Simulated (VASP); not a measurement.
A run of VASP 6.6.1 is set up as follows.

File INCAR:

```
ALGO = Normal
EDIFF = 1E-6
ENCUT = 520
GGA = PE
ISIF = 2
ISMEAR = 0
LASPH = True
LCHARG = True
LELF = True
LREAL = False
LVHAR = True
LWAVE = False
NBANDS = 30
NELM = 60
PREC = Accurate
SIGMA = 0.1
```

KPOINTS

```
k-points
0
Gamma
  6 6 4
```

The input POSCAR:

```
ZrTi2Si2
1.0
    4.8291358595      0.0000000038      0.0000000000
   -2.4145679330      4.1821543307      0.0000000000
    0.0000000000      0.0000000000      7.1931583336
Zr Ti Si
1 2 2
Direct
    0.0000000000      0.0000000000      0.5000000000
    0.3333333333      0.6666666667      0.5000000000
    0.6666666667      0.3333333333      0.5000000000
    0.0000000000      0.0000000000      0.1558984488
    0.0000000000      0.0000000000      0.8441015512
```

Potentials or basis: VASP PAW PBE potentials, release 64 (Zr_sv, Ti_sv, Si).

Command:

```bash
$ cat potpaw_PBE.64/Zr_sv/POTCAR potpaw_PBE.64/Ti_sv/POTCAR potpaw_PBE.64/Si/POTCAR > POTCAR
$ mpirun -np 1 vasp_std > vasp.out
```

Task: What does it give for the largest force?

Result: 0.021 eV/Å.

Task: What does it give for the pressure?

Result: 0.0 GPa.

Stress tensor (GPa, compression positive):
```
-0.09  0.00  0.00
 0.00 -0.09  0.00
 0.00  0.00  0.06
```
